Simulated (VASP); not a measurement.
Write the native input for VASP 6.6.1 that does the following.

```yaml
Task: relaxation of the atoms
Functional: PBE
Potentials_or_basis: VASP PAW PBE potentials, release 64 (Zr_sv)
Cutoff: 450 eV
k_mesh: 15 × 15 × 1
Occupations: fermi-dirac, width 0.08 eV
Spin: no spin polarisation
Dipole_correction: yes
Further_INCAR_settings: ALGO = Normal; EDIFF = 1e-07; NELMDL = -8; IBRION = 2; EDIFFG = -0.01; NSW = 60
```

The structure of Zr lies in POSCAR:

```
Zr
1.0
    3.2310992950      0.0000000000      0.0000000000
   -1.6155496475      2.7982140717      0.0000000000
    0.0000000000      0.0000000000     21.1751000000
Zr
3
Direct
    0.0000000000      0.0000000000      0.3778013843
    0.3333333340      0.6666666660      0.5000000000
    0.0000000000      0.0000000000      0.6221986157
```

These files were run (other wordings do the same):

INCAR

```
ALGO = Normal
DIPOL = 0.5 0.5 0.500
EDIFF = 1E-7
EDIFFG = -0.01
ENCUT = 450
GGA = PE
GGA_COMPAT = False
IBRION = 2
IDIPOL = 3
ISIF = 2
ISMEAR = -1
LASPH = True
LCHARG = False
LDIPOL = True
LREAL = False
LWAVE = False
NELM = 120
NELMDL = -8
NELMIN = 4
NSW = 60
PREC = Accurate
SIGMA = 0.08
```

KPOINTS

```
k-points
0
Gamma
  15 15 1
```

Potentials or basis: VASP PAW PBE potentials, release 64 (Zr_sv).

The run is started by

```bash
$ cat potpaw_PBE.64/Zr_sv/POTCAR > POTCAR
$ mpirun -np 1 vasp_std > vasp.out
```

It gave:

* Energy gained by relaxing: 11.6 meV/atom
* Ionic steps: 6
* Band gap on the k mesh: zero (bands 18 and 19 overlap by 1.24 eV)

Run time: 17 min on 1 thread of Intel Xeon 8259CL, on a shared host, peak memory 0.32 GiB.
